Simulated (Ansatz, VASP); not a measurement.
# C in VASP and in Ansatz

```xyz
2
Lattice="0.0000 2.0894 3.2642 1.2071 0.0000 3.2642 1.2071 2.0894 0.0000" Properties=species:S:1:pos:R:3 pbc="T T T"
C     1.2071    0.6966    3.2642
C     1.2071    3.4822    3.2642
```

Change from the starting cell: volume 8.233 Å^3 an atom, stretch along c over the lengths across it, relative to the relaxed cell 1.0000.

Alike in both runs: task single point; functional PBEsol; dispersion D3(BJ); k mesh 18 × 18 × 18; occupations gaussian, width 0.03 eV; no spin polarisation.

```csv
,VASP,Ansatz
version,VASP 6.6.1,Ansatz 0.2.0
potentials or method,"VASP PAW PBE potentials, release 64 (C), cutoff 520 eV","scalar-relativistic, plane waves, PAW"
valence electrons in the cell,8,8
```

```tsv
	VASP	Ansatz	Ansatz less VASP
gap on the k mesh at the Fermi level (eV)	0.09	0.09	0.000
least direct gap on the mesh (eV)	0.18	0.18	0.000
pressure (GPa)	19.0	18.2	-0.79
traceless stress, the component that is largest in VASP (GPa)	-18.47	-17.58	+0.898
```

VASP's potentials were made for PBE, not for PBEsol, and Ansatz warns of the same on its side.
